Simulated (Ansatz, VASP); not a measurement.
Zn2As in VASP and in Ansatz

```
CELL_PARAMETERS angstrom
0.00000 3.66716 3.66716
3.66716 0.00000 3.66716
3.66716 3.66716 0.00000
ATOMIC_POSITIONS crystal
Zn 0.62500 0.62500 0.62500
Zn 0.12500 0.62500 0.62500
Zn 0.62500 0.62500 0.12500
Zn 0.62500 0.12500 0.62500
As 0.00000 0.00000 0.00000
As 0.25000 0.25000 0.25000
```

Alike in both runs: functional r2SCAN; k mesh 10 × 10 × 10; occupations gaussian, width 0.1 eV; no spin polarisation.

Ansatz relaxed the structure, and its values are those at the end. VASP's run is a single point on that final structure, the one shown.

|  | VASP | Ansatz |
| --- | --- | --- |
| version | VASP 6.6.1 | Ansatz 0.2.0 |
| potentials or method | VASP PAW PBE potentials, release 64 (Zn, As), cutoff 520 eV | scalar-relativistic, plane waves, PAW |
| valence electrons in the cell | 58 | 78 |

|  | VASP | Ansatz | Ansatz less VASP |
| --- | --- | --- | --- |
| gap on the k mesh at the Fermi level (eV) | none | none | - |
| pressure (GPa) | 0.2 | 0.0 | -0.18 |

VASP's potentials were made for PBE, not for r2SCAN. A gap of «none» marks a metal or a gap that the smearing closes. VASP's potentials hold 58 valence electrons a cell and Ansatz's 78, so a difference there can come from the potentials and not from the codes.
